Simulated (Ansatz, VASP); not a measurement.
**RbAl2: VASP beside Ansatz**

The input INCAR:

```
PREC = Accurate
ENCUT = 600
EDIFF = 1E-6
ISMEAR = 0
SIGMA = 0.1
LREAL = False
LASPH = True
NELM = 60
ALGO = Normal
ISIF = 3
LWAVE = False
LCHARG = False
GGA = PE
IBRION = 2
NSW = 90
EDIFFG = -0.04
```

The input KPOINTS:

```
Automatic mesh
0
Gamma
  4 4 4
```

The input POSCAR:

```
RbAl2
1.0
    4.0732046800      0.0000000000      0.0000000000
    0.0000000000      4.0732046800      0.0000000000
    0.0000000000      0.0000000000      4.6589343600
Rb Al
1 2
Direct
    0.5000000000      0.5000000000      0.5000000000
    0.0000000000      0.0000000000      0.1904172800
    0.0000000000      0.0000000000      0.8095827200
```

Input for Ansatz:

```yaml
crystal:
  lattice:
    - [4.07320468, 0.0, 0.0]
    - [0.0, 4.07320468, 0.0]
    - [0.0, 0.0, 4.65893436]
  atoms:
    - { symbol: Rb, position: [0.5, 0.5, 0.5] }
    - { symbol: Al, position: [0.0, 0.0, 0.19041728] }
    - { symbol: Al, position: [0.0, 0.0, 0.80958272] }
basis:
  ecutwfc: 420
kpoints:
  mp_grid: { grid: [4, 4, 4] }
hamiltonian:
  xc: pbe
scf:
  occupations: { method: gaussian, width: 0.1 }
  lower_state_search: "off"
output:
  forces: true
  stress: true
  eigenvalues: true
relax:
  adjacent_minimum: "off"
  f_tol: 0.04
  max_steps: 70
  cell: { stress_tol: 0.4 }
```

Alike in both runs: task relaxation of cell and atoms; functional PBE; k mesh 4 × 4 × 4; occupations gaussian, width 0.1 eV; no spin polarisation.

|  | VASP | Ansatz |
| --- | --- | --- |
| version | VASP 6.6.1 | Ansatz 0.2.0 |
| potentials or method | VASP PAW PBE potentials, release 64 (Rb_sv, Al), cutoff 600 eV | scalar-relativistic, plane waves, PAW |
| valence electrons in the cell | 15 | 15 |

|  | VASP | Ansatz | Ansatz less VASP |
| --- | --- | --- | --- |
| gap on the k mesh at the Fermi level, each at its own relaxed structure (eV) | none | none | - |
| relaxed volume (Å³/atom) | 43.68 | 43.63 | -0.057 |
| relaxed cell length with the largest relative difference (Å) | 5.024 | 4.811 | -0.2131 |

A gap of «none» marks a metal or a gap that the smearing closes.

The k mesh is coarse, so the values compare programs but aren't converged. Noted on VASP's run: the volume moved by over 15 % at a fixed basis, so the end points are rough.
